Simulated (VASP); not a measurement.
Input of a VASP 6.6.1 run:

File INCAR:

```
SYSTEM = SrO
  ALGO = Normal
  EDIFF = 1E-7
  ENCUT = 520
  GGA = PE
  ISIF = 2
  ISMEAR = -1
  LASPH = .True.
  LCHARG = .False.
  LREAL = .False.
  LWAVE = .False.
  NBANDS = 15
  NELM = 60
  PREC = Accurate
  SIGMA = 0.05
```

File KPOINTS:

```
k-points
0
Gamma
  6 6 6
  0 0 0
```

POSCAR

```
SrO
1.0
    0.0000000000      2.5663000000      2.5663000000
    2.5663000000      0.0000000000      2.5663000000
    2.5663000000      2.5663000000      0.0000000000
Sr O
1 1
Direct
    0.5000000000      0.5000000000      0.5000000000
    0.0000000000      0.0000000000      0.0000000000
```

Potentials or basis: VASP PAW PBE potentials, release 64 (Sr_sv, O).

Launch:

```sh
$ cat potpaw_PBE.64/Sr_sv/POTCAR potpaw_PBE.64/O/POTCAR > POTCAR
$ mpirun -np 1 vasp_std > vasp.out
```

Predict the pressure.

3.9 GPa.

What does it give for the band gap on the k mesh?

3.26 eV, indirect (least direct gap 3.35 eV).

A k mesh can miss the band edges. PBE gaps usually lie below the measured ones, often by a third to a half.
